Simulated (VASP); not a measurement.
Crystal: GeMo2.

```
Ge Mo
1.0
     4.34402    0.00000    0.00000
    -2.17201    3.76203    0.00000
     0.00000    0.00000    3.04848
Ge Mo
1 2
Direct
  0.00000 0.00000 0.00000
  0.33333 0.66667 0.50000
  0.66667 0.33333 0.50000
```

The cell was generated, and may not be a known phase.

| Quantity | Value |
| --- | --- |
| Program | VASP 6.6.1 |
| Task | relaxation of cell and atoms |
| Functional | PBE |
| Potentials or basis | VASP PAW PBE potentials, release 64 (Ge_d, Mo_sv) |
| Cutoff | 600 eV |
| k mesh | 6 × 6 × 6 |
| Occupations | gaussian, width 0.1 eV |
| Spin | no spin polarisation |

At the start: pressure -1.1 GPa; volume 16.61 Å³/atom.

Q: Where does the relaxation end?

A: Over 12 steps the energy falls by 48.4 meV/atom and the volume is 16.00 Å³/atom (-3.7 %); space group P6/mmm (No. 191, to 0.1 Å) before and after.

Step by step:
| step | energy change (eV) | largest force (eV/Å) | pressure (GPa) | volume (Å³) |
| --- | --- | --- | --- | --- |
| 1 | 0.0000 | 0.0000 | -1.12 | 49.82 |
| 2 | -0.0984 | 0.0000 | -0.30 | 48.93 |
| 3 | -0.1135 | 0.0000 | 0.27 | 48.53 |
| 4 | -0.1204 | 0.0000 | 2.16 | 47.67 |
| 5 | -0.1090 | 0.0000 | -4.76 | 49.41 |
| 6 | -0.1247 | 0.0000 | -0.30 | 48.25 |
| 7 | -0.1247 | 0.0000 | -0.20 | 48.23 |
| 8 | -0.1261 | 0.0000 | -0.27 | 48.21 |
| 9 | -0.1359 | 0.0000 | -0.36 | 48.13 |
| 10 | -0.1437 | 0.0000 | 0.09 | 47.94 |
| 11 | -0.1450 | 0.0000 | -0.28 | 48.01 |
| 12 | -0.1452 | 0.0000 | -0.21 | 47.99 |

Final structure:
```
CELL_PARAMETERS angstrom
4.56417 0.00000 0.00000
-2.28208 3.95268 0.00000
0.00000 0.00000 2.66025
ATOMIC_POSITIONS crystal
Ge 0.00000 0.00000 0.00000
Mo 0.33333 0.66667 0.50000
Mo 0.66667 0.33333 0.50000
```
